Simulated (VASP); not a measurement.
# Co (P6_3/mmc) in VASP: further runs

Co is run at these levels: LDA; tasks: single point.

All numbers are computed with VASP 6.6.1; they aren't measurements. Logs are shortened: lines on timing, memory, paths and dates and some standing lists are left out, and cuts for length are marked.

## 1. The cell of the first run

The structure is hexagonal, space group P6_3/mmc (No. 194). The conventional cell has a = 2.471 Å, b = 2.471 Å, c = 8.088 Å, α = 90.00°, β = 90.00°, γ = 120.00°. Co (site symmetry -3m) has 12 Co at 2.47 Å within 3.3 Å. Within 3.3 Å of Co (site symmetry -6m2) lie 12 Co at 2.47 Å.

## 2. Single point, LDA, collinear spin, ferromagnetic start

INCAR

```
SYSTEM = Co
  PREC = Accurate
  ENCUT = 520
  EDIFF = 1E-6
  ISMEAR = -1
  SIGMA = 0.1
  LREAL = .FALSE.
  LASPH = .TRUE.
  NELM = 150
  ALGO = Normal
  ISIF = 2
  LWAVE = .FALSE.
  LCHARG = .TRUE.
  ISPIN = 2
  MAGMOM = 3.2 3.2 3.2 3.2
  LORBIT = 11
  LMAXMIX = 4
  LELF = .TRUE.
  LVHAR = .TRUE.
  NBANDS = 30
```

KPOINTS

```
regular mesh
0
G
  4 4 1
  0 0 0
```

POSCAR

```
Co
1.0
    2.4705620000      0.0000000000      0.0000000000
   -1.2352810000      2.1395690000      0.0000000000
    0.0000000000      0.0000000000      8.0882340000
Co
4
Direct
    0.0000000000      0.0000000000      0.0000000000
    0.3333333333      0.6666666667      0.2500000000
    0.0000000000      0.0000000000      0.5000000000
    0.6666666667      0.3333333333      0.7500000000
```

Potentials or basis: VASP PAW LDA potentials, release 64 (Co).

Run with:

```bash
> cat potpaw_LDA.64/Co/POTCAR > POTCAR
> mpirun -np 1 vasp_std > vasp.out
```

OUTCAR:

```text
SYSTEM = Co
   PREC = Accurate
   ENCUT = 520
   EDIFF = 1E-6
   ISMEAR = -1
   LREAL = .FALSE.
   LASPH = .TRUE.
   NELM = 150
   ISIF = 2
   ISPIN = 2
   LORBIT = 11

 ion  position               nearest neighbor table
   1  0.000  0.000  0.000-   2 2.47   4 2.47   4 2.47   2 2.47   4 2.47   2 2.47
   2  0.333  0.667  0.250-   1 2.47   3 2.47   1 2.47   3 2.47   1 2.47   3 2.47
   3  0.000  0.000  0.500-   2 2.47   4 2.47   4 2.47   2 2.47   4 2.47   2 2.47
   4  0.667  0.333  0.750-   1 2.47   3 2.47   1 2.47   3 2.47   1 2.47   3 2.47

  LATTYP: Found a hexagonal cell.
 ALAT       =     2.4705620000
 C/A-ratio  =     3.2738437651

  Lattice vectors:

 A1 = (   2.4705620000,   0.0000000000,   0.0000000000)
 A2 = (  -1.2352810000,   2.1395690000,   0.0000000000)
 A3 = (   0.0000000000,   0.0000000000,   8.0882340000)

Analysis of symmetry for initial positions (statically):
=====================================================================
 Subroutine PRICEL returns:
 Original cell was already a primitive cell.

 Routine SETGRP: Setting up the symmetry group for a
 hexagonal supercell.

 Subroutine GETGRP returns: Found 24 space group operations
 (whereof 12 operations were pure point group operations)
 out of a pool of 24 trial point group operations.

The static configuration has the point symmetry D_3d.
 The point group associated with its full space group is D_6h.

Analysis of symmetry for dynamics (positions and initial velocities):
=====================================================================
 Subroutine PRICEL returns:
 Original cell was already a primitive cell.

 Routine SETGRP: Setting up the symmetry group for a
 hexagonal supercell.

 Subroutine GETGRP returns: Found 24 space group operations
 (whereof 12 operations were pure point group operations)
 out of a pool of 24 trial point group operations.

The dynamic configuration has the point symmetry D_3d.
 The point group associated with its full space group is D_6h.

Analysis of structural, dynamic, and magnetic symmetry:
=====================================================================
 Subroutine PRICEL returns:
 Original cell was already a primitive cell.

 Routine SETGRP: Setting up the symmetry group for a
 hexagonal supercell.

 Subroutine GETGRP returns: Found 24 space group operations
 (whereof 12 operations were pure point group operations)
 out of a pool of 24 trial point group operations.

The overall configuration has the point symmetry D_3d.
 The point group associated with its full space group is D_6h.

 Subroutine INISYM returns: Found 24 space group operations
 (whereof 12 operations are pure point group operations),
 and found     1 'primitive' translations

----------------------------------------------------------------------------------------

                                     Primitive cell

  volume of cell :      42.7539

  direct lattice vectors                    reciprocal lattice vectors
     2.470562000  0.000000000  0.000000000     0.404766203  0.233691926  0.000000000
    -1.235281000  2.139569000  0.000000000     0.000000000  0.467383852  0.000000000
     0.000000000  0.000000000  8.088234000     0.000000000  0.000000000  0.123636383

  length of vectors
     2.470562000  2.470561607  8.088234000     0.467383777  0.467383852  0.123636383

  position of ions in fractional coordinates (direct lattice)
     0.000000000  0.000000000  0.000000000
     0.333333333  0.666666667  0.250000000
     0.000000000  0.000000000  0.500000000
     0.666666667  0.333333333  0.750000000

  ion indices of the primitive-cell ions
   primitive index   ion index
                 1           1
                 2           2
                 3           3
                 4           4

----------------------------------------------------------------------------------------

 KPOINTS: regular mesh

Automatic generation of k-mesh.
 Grid dimensions read from file:
 generate k-points for:    4    4    1

 Generating k-lattice:

  Cartesian coordinates                     Fractional coordinates (reciprocal lattice)
     0.101191551  0.058422981  0.000000000     0.250000000  0.000000000  0.000000000
     0.000000000  0.116845963  0.000000000     0.000000000  0.250000000  0.000000000
     0.000000000  0.000000000  0.123636383     0.000000000  0.000000000  1.000000000

  Length of vectors
     0.116845944  0.116845963  0.123636383

  Shift w.r.t. Gamma in fractional coordinates (k-lattice)
     0.000000000  0.000000000  0.000000000

 Subroutine IBZKPT returns following result:
 ===========================================

 Found      4 irreducible k-points:

 Following reciprocal coordinates:
            Coordinates               Weight
  0.000000  0.000000  0.000000      1.000000
  0.250000  0.000000  0.000000      6.000000
  0.500000  0.000000  0.000000      3.000000
  0.250000  0.250000  0.000000      6.000000
   k-points           NKPTS =      4   k-points in BZ     NKDIM =      4   number of bands    NBANDS=     30
   number of dos      NEDOS =    301   number of ions     NIONS =      4
   total plane-waves  NPLWV =  19440
   dimension x,y,z NGX =    18 NGY =   18 NGZ =   60
   dimension x,y,z NGXF=    36 NGYF=   36 NGZF=  120
   ions per type =               4
   NGX,Y,Z   is equivalent  to a cutoff of  12.11, 12.11, 12.33 a.u.
   NGXF,Y,Z  is equivalent  to a cutoff of  24.22, 24.22, 24.66 a.u.
 SYSTEM =  Co
   PREC   = accura    normal or accurate (medium, high low for compatibility)
   ISTART =      0    job   : 0-new  1-cont  2-samecut
   ICHARG =      2    charge: 1-file 2-atom 10-const
   ISPIN  =      2    spin polarized calculation?
   LNONCOLLINEAR =      F non collinear calculations
   LSORBIT =      F    spin-orbit coupling
   LASPH  =      T    aspherical Exc in radial PAW
   ENCUT  =  520.0 eV  38.22 Ry    6.18 a.u.   4.59  4.59 15.04*2*pi/ulx,y,z
   NELM   =    150;   NELMIN=  2; NELMDL= -5     # of ELM steps
   EDIFF  = 0.1E-05   stopping-criterion for ELM
   LREAL  =      F    real-space projection
   EDIFFG = 0.1E-04   stopping-criterion for IOM
   NSW    =      0    number of steps for IOM
   IBRION =     -1    ionic relax: 0-MD 1-quasi-New 2-CG
   NFREE  =      0    steps in history (QN), initial steepest desc. (CG)
   ISIF   =      2    stress and relaxation
   ISYM   =      2    0-nonsym 1-usesym 2-fastsym
   POTIM  = 0.5000    time-step for ionic-motion
   TEBEG  =    0.0;   TEEND  =   0.0 temperature during run
   PSTRESS=    0.0 pullay stress
   NELECT =      36.0000    total number of electrons
   NUPDOWN=      -1.0000    fix difference up-down
   EMIN   =  10.00;   EMAX   =-10.00  energy-range for DOS
   EFERMI =   0.00;   METHOD = LEGACY
   ISMEAR =    -1;   SIGMA  =   0.10  broadening in eV -4-tet -1-fermi 0-gaus
   EFERMI_NEDOS =   21; number of points for ismear=-14 and -15
   IALGO  =     38    algorithm
   IMIX   =      4    mixing-type and parameters
     AMIX     =   0.40;   BMIX     =  1.00
     AMIX_MAG =   1.60;   BMIX_MAG =  1.00
  volume/ion in A,a.u.               =      10.69        72.13
  Fermi-wavevector in a.u.,A,eV,Ry     =   1.545908  2.921343 32.515647  2.389833
  Thomas-Fermi vector in A             =   2.651220
   LORBIT       =     11    0 simple, 1 ext, 2 COOP (PROOUT), +10 PAW based schemes
   GGA     = CA    functional components
   LHFCALC =     F    Hartree Fock is set to
   AEXX    =    0.0000 exact exchange contribution
   IVDW    =     0    specifies the selected vdW correction
   LEPSILON=     F    determine dielectric tensor
   LRPA    =     F    only Hartree local field effects (RPA)
 spin polarized calculation
  energy-cutoff  :      520.00
  volume of cell :       42.75
 maximum number of plane-waves:      1165
   NGX =  9   NGY =  9   NGZ = 31

 number of electron      36.0000000 magnetization      12.8000000

 number of electron      35.9999991 magnetization       6.6792084

 Free energy of the ion-electron system (eV)
  ---------------------------------------------------
  ext. energy  EPLUGINS =         0.00000000
  ---------------------------------------------------
  free energy    TOTEN  =       -32.26025065 eV

  energy without entropy =      -32.08996079  energy(sigma->0) =      -32.17510572

 E-fermi :  10.2451     XC(G=0): -13.8154

 val. band max:       10.1991364705   @ k =   0.5000   0.0000   0.0000
 cond. band min:      10.2954234471   @ k =   0.0000   0.0000   0.0000
 fundamental gap:      0.0962869766
 Fermi energy:        10.2451352108

 spin component 1

 k-point     1 :       0.0000    0.0000    0.0000
  band No.  band energies     occupation
      1       1.1076      1.00000
      2       3.3410      1.00000
      3       3.3514      1.00000
      4       5.0174      1.00000
      5       7.2752      1.00000
      6       7.3096      1.00000
[... 121 lines left out ...]
     29      21.1563      0.00000
     30      21.8777      0.00000
 Fermi energy:        10.2451352108

 spin component 2

 k-point     1 :       0.0000    0.0000    0.0000
  band No.  band energies     occupation
      1       1.3327      1.00000
      2       3.6194      1.00000
      3       3.6300      1.00000
      4       5.9464      1.00000
      5       8.5692      1.00000
      6       8.6344      1.00000
[... 121 lines left out ...]
     29      21.9058      0.00000
     30      22.5183      0.00000

------------------------ aborting loop because EDIFF is reached ----------------------------------------

  FORCE on cell =-STRESS in cart. coord.  units (eV):
  Direction    XX          YY          ZZ          XY          YZ          ZX
  --------------------------------------------------------------------------------------
  -------------------------------------------------------------------------------------
  Total       -3.8122681     -3.8122665     -2.1149019      0.0000000      0.0000000      0.0000000
  in kB     -142.8625035   -142.8624429    -79.2547048      0.0000000      0.0000000      0.0000000
  external PRESSURE =    -121.6598837 kB  Pullay stress =       0.0000000 kB

 VOLUME and BASIS-vectors are now :
 -----------------------------------------------------------------------------
  energy-cutoff  :      520.00
  volume of cell :       42.75
      direct lattice vectors                 reciprocal lattice vectors
     2.470562000  0.000000000  0.000000000     0.404766203  0.233691926  0.000000000
    -1.235281000  2.139569000  0.000000000     0.000000000  0.467383852  0.000000000
     0.000000000  0.000000000  8.088234000     0.000000000  0.000000000  0.123636383

 POSITION                                       TOTAL-FORCE (eV/Angst)
 -----------------------------------------------------------------------------------
      0.00000      0.00000      0.00000        -0.000000      0.000000      0.000000
     -0.00000      1.42638      2.02206        -0.000000      0.000000      0.000000
      0.00000      0.00000      4.04412        -0.000000      0.000000      0.000000
      1.23528      0.71319      6.06618         0.000000     -0.000000     -0.000000
 -----------------------------------------------------------------------------------
    total drift:                                0.000000     -0.000000      0.000000

  FREE ENERGIE OF THE ION-ELECTRON SYSTEM (eV)
  ---------------------------------------------------
  free  energy   TOTEN  =       -32.2602506541 eV

  energy  without entropy=      -32.0899607926  energy(sigma->0) =      -32.17510572

 total charge

# of ion       s       p       d       tot
------------------------------------------
    1        0.504   0.509   7.308   8.321
    2        0.503   0.505   7.308   8.316
    3        0.504   0.509   7.308   8.321
    4        0.503   0.505   7.308   8.316
--------------------------------------------------
tot          2.015   2.028  29.232  33.275

 magnetization (x)

# of ion       s       p       d       tot
------------------------------------------
    1       -0.010  -0.029   1.712   1.673
    2       -0.009  -0.024   1.690   1.658
    3       -0.010  -0.029   1.712   1.673
    4       -0.009  -0.024   1.690   1.658
--------------------------------------------------
tot         -0.037  -0.105   6.803   6.661
```

It took 12 s on 1 thread of Intel Xeon Platinum 8488C (Sapphire Rapids), shared host; peak memory 0.14 GiB.

What came out:

- Free energy: -32.2603 eV
- Pressure: -12.2 GPa
- Net moment: 6.68 μB per cell
- Site moments: Co +1.67, +1.66 μB
- Valence electrons inside the program's atomic spheres: Co 8.32

Stress tensor (GPa, compression positive):
```
-14.29   0.00   0.00
  0.00 -14.29   0.00
  0.00   0.00  -7.93
```

Levels at points of the mesh, in eV from the Fermi level:
Spin up:
| k point | band 18 | band 19 | band 20 | band 21 | band 22 | band 23 | band 24 | band 25 |
| --- | --- | --- | --- | --- | --- | --- | --- | --- |
| (0.00, 0.00, 0.00) | -1.31 | -1.31 | -1.01 | -1.01 | -0.61 | -0.61 | -0.37 | 6.30 |
| (0.50, 0.00, 0.00) | -0.38 | -0.35 | -0.35 | 0.23 | 1.34 | 2.56 | 3.15 | 7.08 |
Spin down:
```csv
k point,band 11,band 12,band 13,band 14,band 15,band 16,band 17,band 18,band 19,band 20
"(0.00, 0.00, 0.00)",-1.11,-0.88,-0.88,-0.78,-0.78,-0.14,0.05,0.05,0.41,0.41
"(0.50, 0.00, 0.00)",-0.79,-0.06,-0.05,0.66,1.19,1.21,1.25,1.25,1.35,1.37
```

Caveat: the k points lie up to 0.78 Å⁻¹ apart.

(Part 1 of 2 ends here.)
